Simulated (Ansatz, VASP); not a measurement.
# TlCl in VASP and in Ansatz

```
Tl Cl
1.0
     3.80178    0.00000    0.00000
     0.00000    3.80178    0.00000
     0.00000    0.00000    3.80178
Tl Cl
1 1
Direct
  0.00000 0.00000 0.00000
  0.50000 0.50000 0.50000
```

Change from the starting cell: volume scaled by 0.975.

Alike in both runs: task single point; functional PBE; k mesh 8 × 8 × 8; occupations fermi-dirac, width 0.02 eV; no spin polarisation.

|  | VASP | Ansatz |
| --- | --- | --- |
| version | VASP 6.6.1 | Ansatz 0.2.0 |
| potentials or method | VASP PAW PBE potentials, release 64 (Tl_d, Cl), cutoff 500 eV | all-electron LAPW, scalar-relativistic |

```tsv
	VASP	Ansatz	Ansatz less VASP
gap on the k mesh at the Fermi level (eV)	2.02	2.01	-0.007
pressure (GPa)	2.0	2.1	+0.08
```

Ansatz ran all-electron here, and VASP with PAW potentials.

Spin-orbit coupling is off throughout.
